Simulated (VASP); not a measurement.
## NaHF2: relaxation of the atoms with PBEsol

Crystal: NaHF2.

```
CELL_PARAMETERS angstrom
1.73909 1.00406 4.55441
-1.73909 1.00406 4.55441
0.00000 -2.00813 4.55441
ATOMIC_POSITIONS crystal
Na 0.00000 0.00000 0.00000
H 0.50000 0.50000 0.50000
F 0.41683 0.41683 0.41683
F 0.58317 0.58317 0.58317
```

This cell differs from its parent crystal: z stretched by -0.5 %, x and y held.

```json
{
 "Program": "VASP 6.6.1",
 "Task": "relaxation of the atoms",
 "Functional": "PBEsol",
 "Potentials or basis": "VASP PAW PBE potentials, release 64 (Na_pv, H, F)",
 "Cutoff": "520 eV",
 "k mesh": "8 × 8 × 8",
 "Occupations": "gaussian, width 0.01 eV",
 "Spin": "no spin polarisation",
 "Dipole correction": "no",
 "Further INCAR settings": "ALGO = Normal; EDIFF = 1e-06; IBRION = 2; EDIFFG = -0.002; NSW = 50"
}
```

- Energy gained by relaxing: 0.3 meV/atom
- Ionic steps: 3
- Pressure after relaxing: 0.1 GPa
- Band gap on the k mesh: 6.89 eV, indirect (least direct gap 7.05 eV)

Stress tensor (GPa, compression positive):
```
-0.07  0.00  0.00
 0.00 -0.07  0.00
 0.00  0.00  0.47
```

The path:
```tsv
step	energy change (eV)	largest force (eV/Å)	pressure (GPa)
1	0.0000	0.2055	0.49
2	-0.0011	0.0918	-0.06
3	-0.0014	0.0003	0.11
```

Final structure:
```
Na H F
1.0
     1.73909    1.00406    4.55441
    -1.73909    1.00406    4.55441
     0.00000   -2.00813    4.55441
Na H F
1 1 2
Direct
  0.00000 0.00000 0.00000
  0.50000 0.50000 0.50000
  0.41633 0.41633 0.41633
  0.58367 0.58367 0.58367
```

Levels at points of the mesh, in eV from the valence-band top:
| k point | band 8 | band 9 | band 10 | band 11 | band 12 | band 13 | band 14 | band 15 |
| --- | --- | --- | --- | --- | --- | --- | --- | --- |
| (0.00, 0.00, 0.00) | -0.50 | -0.25 | -0.25 | -0.16 | 6.89 | 13.26 | 14.58 | 17.38 |
| (0.50, 0.00, 0.00) | -0.66 | -0.51 | -0.35 | -0.34 | 11.04 | 11.75 | 15.30 | 15.58 |
| (0.50, 0.50, 0.00) | -0.86 | -0.82 | -0.53 | -0.11 | 11.91 | 12.10 | 13.67 | 13.85 |
| (0.50, 0.50, 0.50) | -0.73 | -0.73 | 0.00 | 0.00 | 8.65 | 9.88 | 16.15 | 19.15 |

Wall time 3.9 min on 1 thread of Intel Xeon 8259CL, with other jobs on the host, peak memory 0.26 GiB.

Caveat: the cell differs from its parent crystal (z stretched by -0.5 %, x and y held); the PAW data sets were made with another functional, which shifts forces and pressure a little. A k mesh can miss the band edges.
